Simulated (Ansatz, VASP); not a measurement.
# Cs: VASP beside Ansatz

Contents of INCAR:

```
SYSTEM = Cs
PREC     = Accurate       ! precision mode
ENCUT    = 500            ! plane-wave cutoff, eV
EDIFF    = 1E-6           ! SCF threshold, eV
ISMEAR   = -5             ! smearing method
SIGMA    = 0.05           ! smearing width, eV
LREAL    = .FALSE.        ! projectors in reciprocal space
LASPH    = .TRUE.         ! aspherical terms in the spheres
NELM     = 120            ! most SCF steps
ALGO     = Normal         ! electronic algorithm
ISIF     = 2              ! what is computed and relaxed
LWAVE    = .FALSE.        ! write WAVECAR
LCHARG   = .FALSE.        ! write CHGCAR
GGA      = LIBXC          ! functional
LIBXC1   = GGA_X_PBE_SOL
LIBXC2   = GGA_C_PBE    
NBANDS   = 10             ! bands
GGA_COMPAT= .FALSE.
```

KPOINTS

```
regular mesh
0
G
  6 6 6
  0 0 0
```

The input POSCAR:

```
Cs
1.0
   -3.1696337965      3.1696337965      3.1696337965
    3.1696337965     -3.1696337965      3.1696337965
    3.1696337965      3.1696337965     -3.1696337965
Cs
1
Direct
    0.0000000000      0.0000000000      0.0000000000
```

File input.yaml:

```yaml
crystal:
  lattice:
    - [-3.1696337965, 3.1696337965, 3.1696337965]
    - [3.1696337965, -3.1696337965, 3.1696337965]
    - [3.1696337965, 3.1696337965, -3.1696337965]
  atoms:
    - { symbol: Cs, position: [0.0, 0.0, 0.0] }
kpoints:
  mp_grid: { grid: [6, 6, 6] }
scf:
  occupations: { method: tetrahedron }
hamiltonian:
  xc: { exchange: pbesol, correlation: pbe }
  pseudopotentials: { kind: all_electron, lapw: { basis_error: 0.002 } }
output:
  forces: true
  stress: true
  eigenvalues: true
```

Change from the starting cell: volume scaled by 1.04.

Alike in both runs: task single point; functional pbesol exchange, pbe correlation; k mesh 6 × 6 × 6; occupations tetrahedron; no spin polarisation.

```csv
,VASP,Ansatz
version,VASP 6.6.1,Ansatz 0.2.0
potentials or method,"VASP PAW PBE potentials, release 64 (Cs_sv), cutoff 500 eV","all-electron LAPW, scalar-relativistic"
```

```tsv
	VASP	Ansatz	Ansatz less VASP
gap on the k mesh at the Fermi level (eV)	none	none	-
pressure (GPa)	-0.2	-0.2	+0.01
```

VASP's potentials were made for PBE, not for pbesol exchange, pbe correlation. A gap of «none» marks a metal or a gap that the smearing closes. Ansatz ran all-electron here, and VASP with PAW potentials.

Neither program's run includes spin-orbit coupling.
